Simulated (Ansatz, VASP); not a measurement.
**W3Cl: VASP beside Ansatz**

```
W Cl
1.0
     2.85205    0.00000    0.00000
    -1.42602    2.46995    0.00000
     0.00000    0.00000   18.15349
W Cl
6 2
Direct
  0.33333 0.66667 0.11932
  0.66667 0.33333 0.61932
  0.33333 0.66667 0.38068
  0.66667 0.33333 0.88068
  0.33333 0.66667 0.75000
  0.66667 0.33333 0.25000
  0.00000 0.00000 0.00000
  0.00000 0.00000 0.50000
```

Change from the starting cell: species swapped into the Co3H type (P6_3/mmc, No. 194).

Alike in both runs: functional PBE; k mesh 12 × 12 × 2; occupations gaussian, width 0.1 eV; no spin polarisation.

Ansatz relaxed the structure, and its values are those at the end. VASP's run is a single point on that final structure, the one shown.

```csv
,VASP,Ansatz
version,VASP 6.6.1,Ansatz 0.2.0
potentials or method,"VASP PAW PBE potentials, release 64 (W_sv, Cl), cutoff 520 eV","scalar-relativistic, plane waves, PAW"
valence electrons in the cell,98,98
```

```tsv
	VASP	Ansatz	Ansatz less VASP
gap on the k mesh at the Fermi level (eV)	none	none	-
pressure (GPa)	0.4	0.0	-0.35
rms of the force components (eV/Å)	0.008	0.000	-0.0083
```

A gap of «none» marks a metal or a gap that the smearing closes. The functional is the same, so the differences come from potentials, cutoffs and numerics.

Spin-orbit coupling is off throughout.
